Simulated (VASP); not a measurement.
# Zr2SbN (P4/mmm) in VASP: further runs, part 2 of 2

VASP 6.6.1. Earlier steps stand in the parts before.

## (3) Single point, LDA

This run uses another cell than the first one, of 18.35 Å³/atom, 1.005 times its volume.

INCAR

```
ALGO = Normal ; EDIFF = 1E-6
ENCUT = 520 ; GGA = CA
ISIF = 2 ; ISMEAR = -1
LASPH = T ; LCHARG = F
LREAL = F ; LWAVE = F
NBANDS = 25 ; NELM = 80
PREC = Accurate ; SIGMA = 0.15
```

KPOINTS

```
k-points
0
Gamma
  12 12 8
```

POSCAR

```
Zr2SbN
1.0
    3.7233589080      0.0000000000      0.0000000000
    0.0000000000      3.7233589080      0.0000000000
    0.0000000000      0.0000000000      5.2950685665
Zr Sb N
2 1 1
Direct
    0.0000000000      0.0000000000      0.0000000000
    0.5000000000      0.5000000000      0.5000000000
    0.0000000000      0.0000000000      0.5000000000
    0.5000000000      0.5000000000      0.0000000000
```

Potentials or basis: VASP PAW LDA potentials, release 64 (Zr_sv, Sb, N).

The run is started by

```
cat potpaw_LDA.64/Zr_sv/POTCAR potpaw_LDA.64/Sb/POTCAR potpaw_LDA.64/N/POTCAR > POTCAR
mpirun -np 1 vasp_std > vasp.out
```

OUTCAR:

```text
EDIFF = 1E-6
   ENCUT = 520
   GGA = CA
   ISIF = 2
   ISMEAR = -1
   LASPH = T
   LREAL = F
   NELM = 80
   PREC = Accurate

 ion  position               nearest neighbor table
   1  0.000  0.000  0.000-   4 2.63   4 2.63   4 2.63   4 2.63   3 2.65   3 2.65   2 3.73   2 3.73
                             2 3.73   2 3.73   2 3.73   2 3.73   2 3.73   2 3.73
   2  0.500  0.500  0.500-   3 2.63   3 2.63   3 2.63   3 2.63   4 2.65   4 2.65   1 3.73   1 3.73
                             1 3.73   1 3.73   1 3.73   1 3.73   1 3.73   1 3.73
   3  0.000  0.000  0.500-   2 2.63   2 2.63   2 2.63   2 2.63   1 2.65   1 2.65
   4  0.500  0.500  0.000-   1 2.63   1 2.63   1 2.63   1 2.63   2 2.65   2 2.65

  LATTYP: Found a simple tetragonal cell.
 ALAT       =     3.7233589080
 C/A-ratio  =     1.4221214493

  Lattice vectors:

 A1 = (   3.7233589080,   0.0000000000,   0.0000000000)
 A2 = (   0.0000000000,   3.7233589080,   0.0000000000)
 A3 = (   0.0000000000,   0.0000000000,   5.2950685665)

Analysis of symmetry for initial positions (statically):
=====================================================================
 Subroutine PRICEL returns:
[... 175 lines left out ...]
 E-fermi :   9.9347     XC(G=0): -11.4678

 val. band max:        9.9189301893   @ k =   0.2500   0.0833   0.5000
 cond. band min:       9.9359441759   @ k =   0.3333   0.3333   0.3750
 fundamental gap:      0.0170139867
 Fermi energy:         9.9347234903

 k-point     1 :       0.0000    0.0000    0.0000
  band No.  band energies     occupation
      1     -39.7731      2.00000
      2     -39.3616      2.00000
      3     -18.1537      2.00000
      4     -17.8299      2.00000
      5     -17.8299      2.00000
      6     -17.6803      2.00000
[... 661 lines left out ...]
     24      12.6003      0.00000
     25      12.7937      0.00000

 [... further k-points ...]

------------------------ aborting loop because EDIFF is reached ----------------------------------------

  FORCE on cell =-STRESS in cart. coord.  units (eV):
  Direction    XX          YY          ZZ          XY          YZ          ZX
  --------------------------------------------------------------------------------------
  -------------------------------------------------------------------------------------
  Total        0.1405108      0.1405108      0.1948825      0.0000000      0.0000000      0.0000000
  in kB        3.0667533      3.0667533      4.2534560      0.0000000      0.0000000      0.0000000
  external PRESSURE =       3.4623209 kB  Pullay stress =       0.0000000 kB

 VOLUME and BASIS-vectors are now :
 -----------------------------------------------------------------------------
  energy-cutoff  :      520.00
  volume of cell :       73.41
      direct lattice vectors                 reciprocal lattice vectors
     3.723358908  0.000000000  0.000000000     0.268574700  0.000000000  0.000000000
     0.000000000  3.723358908  0.000000000     0.000000000  0.268574700  0.000000000
     0.000000000  0.000000000  5.295068567     0.000000000  0.000000000  0.188854967

 POSITION                                       TOTAL-FORCE (eV/Angst)
 -----------------------------------------------------------------------------------
      0.00000      0.00000      0.00000         0.000000      0.000000      0.000000
      1.86168      1.86168      2.64753         0.000000      0.000000      0.000000
      0.00000      0.00000      2.64753         0.000000      0.000000      0.000000
      1.86168      1.86168      0.00000         0.000000      0.000000      0.000000
 -----------------------------------------------------------------------------------
    total drift:                                0.000000      0.000000      0.000000

  FREE ENERGIE OF THE ION-ELECTRON SYSTEM (eV)
  ---------------------------------------------------
  free  energy   TOTEN  =       -33.5274276951 eV

  energy  without entropy=      -33.3697474317  energy(sigma->0) =      -33.44858756
```

OSZICAR:

```text
N       E                     dE             d eps       ncg     rms          rms(c)
DAV:   1     0.292440300240E+03    0.29244E+03   -0.16893E+04  7000   0.131E+03
DAV:   2    -0.157152789569E+02   -0.30816E+03   -0.29661E+03  8692   0.352E+02
DAV:   3    -0.365775713912E+02   -0.20862E+02   -0.20590E+02 11542   0.816E+01
DAV:   4    -0.377327236552E+02   -0.11552E+01   -0.11516E+01  9468   0.161E+01
DAV:   5    -0.377731471552E+02   -0.40424E-01   -0.40417E-01 10351   0.258E+00    0.215E+01
DAV:   6    -0.345266980838E+02    0.32464E+01   -0.21824E+01  8212   0.237E+01    0.108E+01
DAV:   7    -0.336530922497E+02    0.87361E+00   -0.52819E+00 10623   0.970E+00    0.573E+00
DAV:   8    -0.335304255408E+02    0.12267E+00   -0.70458E-01  8861   0.453E+00    0.149E+00
DAV:   9    -0.335282836414E+02    0.21419E-02   -0.72646E-02  9430   0.144E+00    0.567E-01
DAV:  10    -0.335275490107E+02    0.73463E-03   -0.10141E-02  8981   0.644E-01    0.209E-01
DAV:  11    -0.335274346421E+02    0.11437E-03   -0.13619E-03  9393   0.242E-01    0.106E-01
DAV:  12    -0.335274419183E+02   -0.72763E-05   -0.30757E-04  9652   0.100E-01    0.318E-02
DAV:  13    -0.335274289272E+02    0.12991E-04   -0.85218E-05  9119   0.516E-02    0.105E-02
DAV:  14    -0.335274277291E+02    0.11982E-05   -0.77421E-06  8581   0.172E-02    0.236E-03
DAV:  15    -0.335274276951E+02    0.33993E-07   -0.39757E-07  4118   0.440E-03
   1 F= -.33527428E+02 E0= -.33448588E+02  d E =-.157680E+00
```

It took 3.6 min on 1 thread of Intel Xeon 6975P-C, shared host; peak memory 0.35 GiB.

Results:

* Free energy: -33.5274 eV
* Pressure: 0.3 GPa
* Band gap on the k mesh: zero (band 17 reaches 11.19 eV, above the bottom of band 18 at 8.43 eV)

Levels at points of the mesh, in eV from the Fermi level:
```tsv
k point	band 14	band 15	band 16	band 17	band 18	band 19	band 20	band 21
(0.00, 0.00, 0.00)	-2.13	-0.83	-0.56	-0.56	-0.38	0.01	0.01	0.32
(0.50, 0.00, 0.00)	-3.71	-3.52	-3.42	0.70	0.82	0.90	1.53	1.86
(0.50, 0.50, 0.00)	-2.56	-2.29	-1.97	-1.97	-1.22	1.13	1.85	2.20
(0.00, 0.00, 0.50)	-2.32	-2.32	-1.55	-1.55	-1.08	0.48	1.19	1.47
(0.50, 0.00, 0.50)	-3.82	-3.72	-3.61	1.25	1.48	1.58	1.82	1.92
(0.50, 0.50, 0.50)	-3.69	-3.69	-3.55	0.36	0.36	1.48	1.48	2.26
```

Caveat: spin-orbit coupling is left out, which moves the levels of the heavy elements.

## (4) Relaxation of cell and atoms, LDA

This run uses another cell than the first one, of 18.33 Å³/atom, 1.003 times its volume.

INCAR

```
SYSTEM = Zr2SbN
PREC = Accurate
ENCUT = 600
EDIFF = 1E-7
ISMEAR = -1
SIGMA = 0.15
LREAL = .False.
LASPH = .True.
NELM = 60
ALGO = Normal
ISIF = 3
LWAVE = .False.
LCHARG = .False.
IBRION = 2
NSW = 80
EDIFFG = -0.001
```

KPOINTS

```
regular mesh
0
Gamma
  12 12 8
  0 0 0
```

POSCAR

```
Zr2SbN
1.0
    3.7212058659      0.0000000000      0.0000000000
    0.0000000000      3.7212058659      0.0000000000
    0.0000000000      0.0000000000      5.2940028444
Zr Sb N
2 1 1
Direct
    0.0000000000      0.0000000000      0.0000000000
    0.5000000000      0.5000000000      0.5000000000
    0.0000000000      0.0000000000      0.5000000000
    0.5000000000      0.5000000000      0.0000000000
```

The run is started by

```
cat potpaw_LDA.64/Zr_sv/POTCAR potpaw_LDA.64/Sb/POTCAR potpaw_LDA.64/N/POTCAR > POTCAR
mpirun -np 1 vasp_std > vasp.out
```

Run time: 10 min. Hardware: 1 thread of Intel Xeon 6975P-C, shared host; peak memory 0.39 GiB.

It converged, with:

| Property | Result |
| --- | --- |
| Free energy | -33.5274 eV |
| Relaxed volume | 18.40 Å³/atom |
| Relaxed cell | a = 3.726 Å, b = 3.726 Å, c = 5.301 Å, α = 90.00°, β = 90.00°, γ = 90.00° |
| Space group after relaxing (to 0.05 Å) | P4/mmm (No. 123) |
| Energy gained by relaxing | 0.1 meV/atom |
| Ionic steps | 4 |
| Pressure after relaxing | 0.0 GPa |
| Band gap on the k mesh | zero (band 17 reaches 11.15 eV, above the bottom of band 18 at 8.40 eV) |

The path:
| step | energy change (eV) | largest force (eV/Å) | pressure (GPa) | volume (Å³) |
| --- | --- | --- | --- | --- |
| 1 | 0.0000 | 0.0000 | 0.53 | 73.31 |
| 2 | 0.0003 | 0.0000 | -0.67 | 73.96 |
| 3 | -0.0005 | 0.0000 | 0.00 | 73.59 |
| 4 | -0.0005 | 0.0000 | 0.00 | 73.59 |

Final structure:
```
CELL_PARAMETERS angstrom
3.72587 0.00000 0.00000
0.00000 3.72587 0.00000
0.00000 0.00000 5.30085
ATOMIC_POSITIONS crystal
Zr 0.00000 0.00000 0.00000
Zr 0.50000 0.50000 0.50000
Sb 0.00000 0.00000 0.50000
N 0.50000 0.50000 0.00000
```

Levels at points of the mesh, in eV from the Fermi level:
| k point | band 13 | band 14 | band 15 | band 16 | band 17 | band 18 | band 19 | band 20 | band 21 |
| --- | --- | --- | --- | --- | --- | --- | --- | --- | --- |
| (0.00, 0.00, 0.00) | -2.12 | -2.12 | -0.83 | -0.56 | -0.56 | -0.38 | 0.00 | 0.00 | 0.31 |
| (0.50, 0.00, 0.00) | -3.82 | -3.71 | -3.52 | -3.41 | 0.70 | 0.82 | 0.90 | 1.52 | 1.86 |
| (0.50, 0.50, 0.00) | -2.55 | -2.55 | -2.29 | -1.96 | -1.96 | -1.23 | 1.12 | 1.85 | 2.18 |
| (0.00, 0.00, 0.50) | -2.39 | -2.32 | -2.32 | -1.54 | -1.54 | -1.08 | 0.48 | 1.18 | 1.46 |
| (0.50, 0.00, 0.50) | -4.10 | -3.81 | -3.71 | -3.60 | 1.25 | 1.47 | 1.57 | 1.81 | 1.91 |
| (0.50, 0.50, 0.50) | -4.14 | -3.68 | -3.68 | -3.54 | 0.36 | 0.36 | 1.47 | 1.47 | 2.26 |

Caveat: spin-orbit coupling is left out, which moves the levels of the heavy elements.

## (5) The runs side by side

| task | cell | cutoff (eV) | smearing | gap on the mesh (eV) | pressure (GPa) | relaxed volume (Å³/atom) |
| --- | --- | --- | --- | --- | --- | --- |
| relaxation of cell and atoms | relaxed from a = 3.716, b = 3.716, c = 5.291 Å, 4 atoms | 600 | gaussian 0.1 eV | none | 0.0 | 18.37 |
| single point | a = 3.723, b = 3.723, c = 5.295 Å, 4 atoms | 520 | fermi-dirac 0.15 eV | none | 0.3 | - |
| relaxation of cell and atoms | relaxed from a = 3.721, b = 3.721, c = 5.294 Å, 4 atoms | 600 | fermi-dirac 0.15 eV | none | 0.0 | 18.40 |

Alike in all rows: level LDA; potentials or basis VASP PAW LDA potentials, release 64 (Zr_sv, Sb, N); no spin polarisation; k mesh 12 × 12 × 8.

Caveats: spin-orbit coupling is left out, which moves the levels of the heavy elements.

Total energies depend on the potentials used, so only differences within one code and one set of settings carry meaning.
